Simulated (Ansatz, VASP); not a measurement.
## Si in VASP and in Ansatz

Contents of INCAR:

```
SYSTEM = Si
ALGO     = Normal         ! electronic algorithm
EDIFF    = 1E-6           ! SCF threshold, eV
ENCUT    = 520            ! plane-wave cutoff, eV
GGA      = CA             ! functional
ISIF     = 2              ! what is computed and relaxed
ISMEAR   = -1             ! smearing method
LASPH    = .TRUE.         ! aspherical terms in the spheres
LCHARG   = .TRUE.         ! write CHGCAR
LELF     = .TRUE.         ! ELF
LREAL    = .FALSE.        ! projectors in reciprocal space
LVHAR    = .TRUE.       
LWAVE    = .FALSE.        ! write WAVECAR
NBANDS   = 11             ! bands
NELM     = 100            ! most SCF steps
PREC     = Accurate       ! precision mode
SIGMA    = 0.05           ! smearing width, eV
```

File KPOINTS:

```
k-points
0
G
  16 16 16
  0 0 0
```

The input POSCAR:

```
Si
1.0
   -2.2434715157      2.3605785361      1.2707357541
    2.2434715157     -2.3605785361      1.2707357541
    2.2434715157      2.3605785361     -1.2707357541
Si
2
Direct
    0.8070000000      0.5570000000      0.2500000000
    0.1930000000      0.4430000000      0.7500000000
```

Input for Ansatz:

```yaml
crystal:
  lattice:
    - [-2.2434715157, 2.3605785361, 1.2707357541]
    - [2.2434715157, -2.3605785361, 1.2707357541]
    - [2.2434715157, 2.3605785361, -1.2707357541]
  atoms:
    - { symbol: Si, position: [0.807, 0.557, 0.25] }
    - { symbol: Si, position: [0.193, 0.443, 0.75] }
kpoints:
  mp_grid: { grid: [16, 16, 16] }
  band_path:
    path:
      - [0.0, 0.0, 0.0]
      - [0.5, -0.5, 0.5]
      - [0.4758105458, -0.4758105458, 0.5241894542]
      - [-0.4758105458, 0.4758105458, 0.4758105458]
      - [0.0, 0.0, 0.0]
      - [0.3224458646, 0.3224458646, -0.3224458646]
      - [0.6775541354, -0.3224458646, 0.3224458646]
      - [0.5, -0.5, 0.5]
      - [0.0, 0.0, 0.0]
    npoints: 5
scf:
  occupations: { method: fermi_dirac, width: 0.05 }
hamiltonian:
  xc: lda
  pseudopotentials: { kind: all_electron, lapw: { basis_error: 0.0005 } }
output:
  forces: true
  stress: true
  eigenvalues: true
```

Change from the starting cell: volume scaled by 0.99.

Alike in both runs: task single point; functional LDA; k mesh 16 × 16 × 16; occupations fermi-dirac, width 0.05 eV; no spin polarisation.

|  | VASP | Ansatz |
| --- | --- | --- |
| version | VASP 6.6.1 | Ansatz 0.2.0 |
| potentials or method | VASP PAW LDA potentials, release 64 (Si), cutoff 520 eV | all-electron LAPW, scalar-relativistic |

```tsv
	VASP	Ansatz	Ansatz less VASP
pressure (GPa)	12.6	12.5	-0.18
traceless stress, the component that is largest in VASP (GPa)	1.65	1.60	-0.052
rms of the force components (eV/Å)	0.003	0.004	+0.0002
```

LDA's correlation is that of Perdew and Zunger in VASP and of Perdew and Wang (1992) in Ansatz. Atom by atom the forces differ by 0.000 eV/Å (rms over components). Ansatz ran all-electron here, and VASP with PAW potentials.
